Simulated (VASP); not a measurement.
Crystal: In.

```
In
1.0
    -1.62615    1.62615    2.47395
     1.62615   -1.62615    2.47395
     1.62615    1.62615   -2.47395
In
1
Direct
  0.00000 0.00000 0.00000
```

Base run:

```yaml
Program: VASP 6.6.1
Functional: PBEsol
Potentials_or_basis: VASP PAW PBE potentials, release 64 (In_d)
Cutoff: 520 eV
k_mesh: 14 × 14 × 14
Occupations: fermi-dirac, width 0.05 eV
Spin: no spin polarisation
```

Its results: pressure -1.1 GPa.

Q: The run is repeated on the same cell with these changes: functional from PBEsol to PBE. What comes out?

A: Pressure 1.9 GPa.

PBE binds less tightly than PBEsol, so the same cell stands under more pressure.

Caveats: the PAW data sets were made with another functional, which shifts forces and pressure a little (some runs).
